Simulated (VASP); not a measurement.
Set up this calculation in VASP 6.6.1, as the native input.

```
Task                   : single point
Functional             : PBEsol
Potentials or basis    : VASP PAW PBE potentials, release 64 (Sr_sv, Ti_sv, O)
Cutoff                 : 520 eV
k mesh                 : 8 × 8 × 8
Occupations            : gaussian, width 0.02 eV
Spin                   : no spin polarisation
Dipole correction      : no
Further INCAR settings : ALGO = Normal; EDIFF = 1e-07; NBANDS = 28
```

The structure of SrTiO3 (pbesol) lies in POSCAR:

```
SrTiO3
1.0
    3.8911204495      0.0000000000      0.0000000000
    0.0000000000      3.8911204495      0.0000000000
    0.0000000000      0.0000000000      3.8911204495
Sr Ti O
1 1 3
Direct
    0.5000000000      0.5000000000      0.5000000000
    0.0000000000      0.0000000000      0.0000000000
    0.5000000000      0.0000000000      0.0000000000
    0.0000000000      0.5000000000      0.0000000000
    0.0000000000      0.0000000000      0.5000000000
```

One way to write it, as run:

INCAR

```
SYSTEM = SrTiO3
PREC     = Accurate       ! precision mode
ENCUT    = 520            ! plane-wave cutoff, eV
EDIFF    = 1E-7           ! SCF threshold, eV
ISMEAR   = 0              ! smearing method
SIGMA    = 0.02           ! smearing width, eV
LREAL    = .FALSE.        ! projectors in reciprocal space
LASPH    = .TRUE.         ! aspherical terms in the spheres
NELM     = 100            ! most SCF steps
ALGO     = Normal         ! electronic algorithm
ISIF     = 2              ! what is computed and relaxed
LWAVE    = .FALSE.        ! write WAVECAR
LCHARG   = .FALSE.        ! write CHGCAR
GGA      = PS             ! functional
NBANDS   = 28             ! bands
```

KPOINTS

```
regular mesh
0
G
  8 8 8
  0 0 0
```

Potentials or basis: VASP PAW PBE potentials, release 64 (Sr_sv, Ti_sv, O).

The run is started by

```console
$ cat potpaw_PBE.64/Sr_sv/POTCAR potpaw_PBE.64/Ti_sv/POTCAR potpaw_PBE.64/O/POTCAR > POTCAR
$ mpirun -np 1 vasp_std > vasp.out
```

Results of the run:

```
Pressure               : 0.7 GPa
Band gap on the k mesh : 1.82 eV, indirect (least direct gap 2.17 eV)
```

Caveat: the PAW data sets were made with another functional, which shifts forces and pressure a little.

Run time: 41 s on 1 thread of AMD EPYC 9R45 96-Core Processor (Zen 5), on a shared host, peak memory 0.18 GiB.
